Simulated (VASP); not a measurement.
Input of a VASP 6.6.1 run:

INCAR

```
PREC = Accurate
ENCUT = 520
EDIFF = 1E-7
ISMEAR = -1
SIGMA = 0.1
LREAL = F
LASPH = T
NELM = 60
ALGO = Normal
ISIF = 2
LWAVE = F
LCHARG = F
GGA = CA
NBANDS = 16
```

KPOINTS

```
Automatic mesh
0
Gamma
  13 13 13
```

POSCAR

```
Ir
1.0
    0.0000000000      2.7383272493      2.7383272493
    2.7383272493      0.0000000000      2.7383272493
    2.7383272493      2.7383272493      0.0000000000
Ir
2
Direct
   -0.1250000000     -0.1250000000     -0.1250000000
    0.1250000000      0.1250000000      0.1250000000
```

Potentials or basis: VASP PAW LDA potentials, release 64 (Ir).

Launch:

```bash
$ cat potpaw_LDA.64/Ir/POTCAR > POTCAR
$ mpirun -np 1 vasp_std > vasp.out
```

**Question.** Predict the pressure.

**Answer.** 0.2 GPa.

**Question.** Estimate the band gap on the k mesh.

**Answer.** Zero (band 9 reaches 6.63 eV, above the bottom of band 10 at 4.91 eV).

Caveat: spin-orbit coupling is left out, which moves the levels of the heavy elements.
